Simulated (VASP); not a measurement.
# GaN (F-43m) in VASP: single point with r2SCAN

Aim: the single point of GaN with r2SCAN.

Everything below comes from runs of VASP 6.6.1. Logs are shortened: lines on timing, memory, paths and dates and some standing lists are left out, and cuts for length are marked.

**1. The cell of the first run**

The structure is cubic, space group F-43m (No. 216). The conventional cell has a = 4.483 Å, b = 4.483 Å, c = 4.483 Å, α = 90.00°, β = 90.00°, γ = 90.00°. Within 2.6 Å of Ga (site symmetry -43m) lie 4 N at 1.94 Å. N (site symmetry -43m) has 4 Ga at 1.94 Å within 2.6 Å.

**2. Single point, r2SCAN**

The input, POSCAR:

```
GaN
1.0
    0.0000000000      2.2414625937      2.2414625937
    2.2414625937      0.0000000000      2.2414625937
    2.2414625937      2.2414625937      0.0000000000
Ga N
1 1
Direct
    0.0000000000      0.0000000000      0.0000000000
    0.2500000000      0.2500000000      0.2500000000
```

The input, INCAR.step1:

```
ALGO = Normal
EDIFF = 1E-5
ENCUT = 1460
GGA = PE
GGA_COMPAT = False
ISMEAR = 0
LASPH = True
LCHARG = False
LREAL = False
LWAVE = True
NBANDS = 16
NELM = 120
PREC = Accurate
SIGMA = 0.01
```

The input, INCAR.step2:

```
ALGO = Normal
EDIFF = 1E-6
ENCUT = 1460
GGA_COMPAT = False
ISIF = 2
ISMEAR = 0
ISTART = 1
LASPH = True
LCHARG = True
LELF = True
LMIXTAU = True
LREAL = False
LVHAR = True
LWAVE = False
METAGGA = R2SCAN
NBANDS = 16
NELM = 120
PREC = Accurate
SIGMA = 0.01
```

The input, KPOINTS:

```
k-points
0
Gamma
  10 10 10
```

Potentials or basis: VASP PAW PBE potentials, release 64 (Ga_d, N_h).

Started as:

```bash
cat potpaw_PBE.64/Ga_d/POTCAR potpaw_PBE.64/N_h/POTCAR > POTCAR
cp INCAR.step1 INCAR
mpirun -np 1 vasp_std > vasp.out
cp INCAR.step2 INCAR
mpirun -np 1 vasp_std > vasp.out
```

OUTCAR:

```text
EDIFF = 1E-6
   ENCUT = 1460
   ISIF = 2
   ISMEAR = 0
   ISTART = 1
   LASPH = True
   LREAL = False
   METAGGA = R2SCAN
   NELM = 120
   PREC = Accurate

 ion  position               nearest neighbor table
   1  0.000  0.000  0.000-   2 1.94   2 1.94   2 1.94   2 1.94
   2  0.250  0.250  0.250-   1 1.94   1 1.94   1 1.94   1 1.94

  LATTYP: Found a face centered cubic cell.
 ALAT       =     4.4829251874

  Lattice vectors:

 A1 = (   0.0000000000,   2.2414625937,   2.2414625937)
 A2 = (   2.2414625937,   0.0000000000,   2.2414625937)
 A3 = (   2.2414625937,   2.2414625937,   0.0000000000)

Analysis of symmetry for initial positions (statically):
=====================================================================
 Subroutine PRICEL returns:
 Original cell was already a primitive cell.

 Routine SETGRP: Setting up the symmetry group for a
 face centered cubic supercell.

 Subroutine GETGRP returns: Found 24 space group operations
 (whereof 24 operations were pure point group operations)
 out of a pool of 48 trial point group operations.

The static configuration has the point symmetry T_d .

Analysis of symmetry for dynamics (positions and initial velocities):
=====================================================================
 Subroutine PRICEL returns:
 Original cell was already a primitive cell.

 Routine SETGRP: Setting up the symmetry group for a
 face centered cubic supercell.

 Subroutine GETGRP returns: Found 24 space group operations
 (whereof 24 operations were pure point group operations)
 out of a pool of 48 trial point group operations.

The dynamic configuration has the point symmetry T_d .

 Subroutine INISYM returns: Found 24 space group operations
 (whereof 24 operations are pure point group operations),
 and found     1 'primitive' translations

----------------------------------------------------------------------------------------

                                     Primitive cell

  volume of cell :      22.5229

  direct lattice vectors                    reciprocal lattice vectors
     0.000000000  2.241462594  2.241462594    -0.223068634  0.223068634  0.223068634
     2.241462594  0.000000000  2.241462594     0.223068634 -0.223068634  0.223068634
     2.241462594  2.241462594  0.000000000     0.223068634  0.223068634 -0.223068634

  length of vectors
     3.169906800  3.169906800  3.169906800     0.386366208  0.386366208  0.386366208

  position of ions in fractional coordinates (direct lattice)
     0.000000000  0.000000000  0.000000000
     0.250000000  0.250000000  0.250000000

  ion indices of the primitive-cell ions
   primitive index   ion index
                 1           1
                 2           2

----------------------------------------------------------------------------------------

 KPOINTS: k-points

Automatic generation of k-mesh.
 Grid dimensions read from file:
 generate k-points for:   10   10   10

 Generating k-lattice:

  Cartesian coordinates                     Fractional coordinates (reciprocal lattice)
    -0.022306863  0.022306863  0.022306863     0.100000000  0.000000000  0.000000000
     0.022306863 -0.022306863  0.022306863     0.000000000  0.100000000  0.000000000
     0.022306863  0.022306863 -0.022306863     0.000000000  0.000000000  0.100000000

  Length of vectors
     0.038636621  0.038636621  0.038636621

  Shift w.r.t. Gamma in fractional coordinates (k-lattice)
     0.000000000  0.000000000  0.000000000

 Subroutine IBZKPT returns following result:
 ===========================================

 Found     47 irreducible k-points:

 Following reciprocal coordinates:
            Coordinates               Weight
  0.000000  0.000000  0.000000      1.000000
  0.100000  0.000000  0.000000      8.000000
  0.200000  0.000000  0.000000      8.000000
  0.300000  0.000000  0.000000      8.000000
  0.400000  0.000000  0.000000      8.000000
  0.500000  0.000000  0.000000      4.000000
[... 16 lines left out ...]
  0.300000  0.300000  0.000000      6.000000
  0.400000  0.300000  0.000000     24.000000
 [... further k-points ...]
   k-points           NKPTS =     47   k-points in BZ     NKDIM =     47   number of bands    NBANDS=     16
   number of dos      NEDOS =    301   number of ions     NIONS =      2
   total plane-waves  NPLWV =  64000
   dimension x,y,z NGX =    40 NGY =   40 NGZ =   40
   dimension x,y,z NGXF=    80 NGYF=   80 NGZF=   80
   ions per type =               1   1
   NGX,Y,Z   is equivalent  to a cutoff of  20.98, 20.98, 20.98 a.u.
   NGXF,Y,Z  is equivalent  to a cutoff of  41.96, 41.96, 41.96 a.u.
 SYSTEM =  unknown system
   PREC   = accura    normal or accurate (medium, high low for compatibility)
   ISTART =      1    job   : 0-new  1-cont  2-samecut
   ICHARG =      0    charge: 1-file 2-atom 10-const
   ISPIN  =      1    spin polarized calculation?
   LNONCOLLINEAR =      F non collinear calculations
   LSORBIT =      F    spin-orbit coupling
   LASPH  =      T    aspherical Exc in radial PAW
   ENCUT  = 1460.0 eV 107.31 Ry   10.36 a.u.   9.88  9.88  9.88*2*pi/ulx,y,z
   NELM   =    120;   NELMIN=  2; NELMDL=  0     # of ELM steps
   EDIFF  = 0.1E-05   stopping-criterion for ELM
   LREAL  =      F    real-space projection
   EDIFFG = 0.1E-04   stopping-criterion for IOM
   NSW    =      0    number of steps for IOM
   IBRION =     -1    ionic relax: 0-MD 1-quasi-New 2-CG
   NFREE  =      0    steps in history (QN), initial steepest desc. (CG)
   ISIF   =      2    stress and relaxation
   ISYM   =      2    0-nonsym 1-usesym 2-fastsym
   POTIM  = 0.5000    time-step for ionic-motion
   TEBEG  =    0.0;   TEEND  =   0.0 temperature during run
   PSTRESS=    0.0 pullay stress
   NELECT =      18.0000    total number of electrons
   NUPDOWN=      -1.0000    fix difference up-down
   EMIN   =  10.00;   EMAX   =-10.00  energy-range for DOS
   EFERMI =   0.00;   METHOD = LEGACY
   ISMEAR =     0;   SIGMA  =   0.01  broadening in eV -4-tet -1-fermi 0-gaus
   EFERMI_NEDOS =   21; number of points for ismear=-14 and -15
   IALGO  =     38    algorithm
   IMIX   =      4    mixing-type and parameters
     AMIX     =   0.40;   BMIX     =  1.00
     AMIX_MAG =   1.60;   BMIX_MAG =  1.00
  volume/ion in A,a.u.               =      11.26        76.00
  Fermi-wavevector in a.u.,A,eV,Ry     =   1.519232  2.870933 31.403153  2.308067
  Thomas-Fermi vector in A             =   2.628246
   LORBIT       =      0    0 simple, 1 ext, 2 COOP (PROOUT), +10 PAW based schemes
   METAGGA = R2SCAN    functional components
   LHFCALC =     F    Hartree Fock is set to
   AEXX    =    0.0000 exact exchange contribution
   IVDW    =     0    specifies the selected vdW correction
   LEPSILON=     F    determine dielectric tensor
   LRPA    =     F    only Hartree local field effects (RPA)
 non-spin polarized calculation
 Gauss-broadening in eV      SIGMA  =   0.01
  energy-cutoff  :     1460.00
  volume of cell :       22.52
 maximum number of plane-waves:      2884
   NGX = 19   NGY = 19   NGZ = 19

 number of electron      18.0000000 magnetization

 Free energy of the ion-electron system (eV)
  ---------------------------------------------------
  ext. energy  EPLUGINS =         0.00000000
  ---------------------------------------------------
  free energy    TOTEN  =       -21.89717655 eV

  energy without entropy =      -21.89717655  energy(sigma->0) =      -21.89717655

 E-fermi :   5.6402     XC(G=0): -12.7209

 val. band max:        5.4915971927   @ k =   0.0000   0.0000   0.0000
 cond. band min:       7.7176197769   @ k =   0.0000   0.0000   0.0000
 fundamental gap:      2.2260225842
 Fermi energy:         5.6402348657

 k-point     1 :       0.0000    0.0000    0.0000
  band No.  band energies     occupation
      1     -11.3792      2.00000
      2      -8.3515      2.00000
      3      -8.3515      2.00000
      4      -8.3515      2.00000
      5      -7.9828      2.00000
      6      -7.9828      2.00000
[... 8 lines left out ...]
     15      25.3502      0.00000
     16      25.3503      0.00000

 k-point     2 :       0.1000    0.0000    0.0000
  band No.  band energies     occupation
      1     -11.2652      2.00000
      2      -8.3366      2.00000
      3      -8.3366      2.00000
      4      -8.3119      2.00000
      5      -7.9841      2.00000
      6      -7.9841      2.00000
[... 8 lines left out ...]
     15      23.9180      0.00000
     16      24.0460      0.00000

 k-point     3 :       0.2000    0.0000    0.0000
  band No.  band energies     occupation
      1     -10.9720      2.00000
      2      -8.3016      2.00000
      3      -8.3016      2.00000
      4      -8.1520      2.00000
      5      -7.9829      2.00000
      6      -7.9829      2.00000
[... 8 lines left out ...]
     15      23.1242      0.00000
     16      23.1242      0.00000

 k-point     4 :       0.3000    0.0000    0.0000
  band No.  band energies     occupation
      1     -10.6403      2.00000
      2      -8.2691      2.00000
      3      -8.2691      2.00000
      4      -7.9695      2.00000
      5      -7.9694      2.00000
      6      -7.7750      2.00000
[... 8 lines left out ...]
     15      23.6961      0.00000
     16      23.6961      0.00000
[... 324 lines left out ...]
 k-point    22 :      -0.2000    0.2000    0.0000
  band No.  band energies     occupation
      1     -10.5374      2.00000
      2      -8.2479      2.00000
      3      -8.2374      2.00000
      4      -8.0059      2.00000
      5      -8.0022      2.00000
      6      -7.6012      2.00000
[... 8 lines left out ...]
     15      23.9962      0.00000
     16      27.2600      0.00000

 k-point    23 :       0.3000    0.3000    0.0000
  band No.  band energies     occupation
      1     -10.4366      2.00000
      2      -8.1748      2.00000
      3      -8.1438      2.00000
      4      -8.1438      2.00000
      5      -7.9286      2.00000
      6      -7.5973      2.00000
[... 8 lines left out ...]
     15      28.4673      0.00000
     16      29.2827      0.00000

 k-point    24 :       0.4000    0.3000    0.0000
  band No.  band energies     occupation
      1     -10.2843      2.00000
      2      -8.1937      2.00000
      3      -8.1048      2.00000
      4      -8.1016      2.00000
      5      -7.9183      2.00000
      6      -7.1743      2.00000
[... 8 lines left out ...]
     15      28.9763      0.00000
     16      29.1235      0.00000

 [... further k-points ...]

------------------------ aborting loop because EDIFF is reached ----------------------------------------

  FORCE on cell =-STRESS in cart. coord.  units (eV):
  Direction    XX          YY          ZZ          XY          YZ          ZX
  --------------------------------------------------------------------------------------
  -------------------------------------------------------------------------------------
  Total        0.4439984      0.4439984      0.4439984     -0.0000000      0.0000000     -0.0000000
  in kB       31.5840256     31.5840256     31.5840256     -0.0000000      0.0000000     -0.0000000
  external PRESSURE =      31.5840256 kB  Pullay stress =       0.0000000 kB

 VOLUME and BASIS-vectors are now :
 -----------------------------------------------------------------------------
  energy-cutoff  :     1460.00
  volume of cell :       22.52
      direct lattice vectors                 reciprocal lattice vectors
     0.000000000  2.241462594  2.241462594    -0.223068634  0.223068634  0.223068634
     2.241462594  0.000000000  2.241462594     0.223068634 -0.223068634  0.223068634
     2.241462594  2.241462594  0.000000000     0.223068634  0.223068634 -0.223068634

 POSITION                                       TOTAL-FORCE (eV/Angst)
 -----------------------------------------------------------------------------------
      0.00000      0.00000      0.00000         0.000000      0.000000      0.000000
      1.12073      1.12073      1.12073        -0.000000     -0.000000     -0.000000
 -----------------------------------------------------------------------------------
    total drift:                               -0.000000     -0.000000     -0.000000

  FREE ENERGIE OF THE ION-ELECTRON SYSTEM (eV)
  ---------------------------------------------------
  free  energy   TOTEN  =       -21.8971765511 eV

  energy  without entropy=      -21.8971765511  energy(sigma->0) =      -21.89717655
```

Run time: 3 min. Hardware: 1 thread of Intel Xeon Platinum 8488C (Sapphire Rapids), shared host; peak memory 0.32 GiB.

Results:

| Item | Value |
| --- | --- |
| Free energy | -21.8972 eV |
| Pressure | 3.2 GPa |
| Band gap on the k mesh | 2.23 eV |

Caveat: the cell stands under pressure; the PAW data sets were made with another functional, which shifts forces and pressure a little.
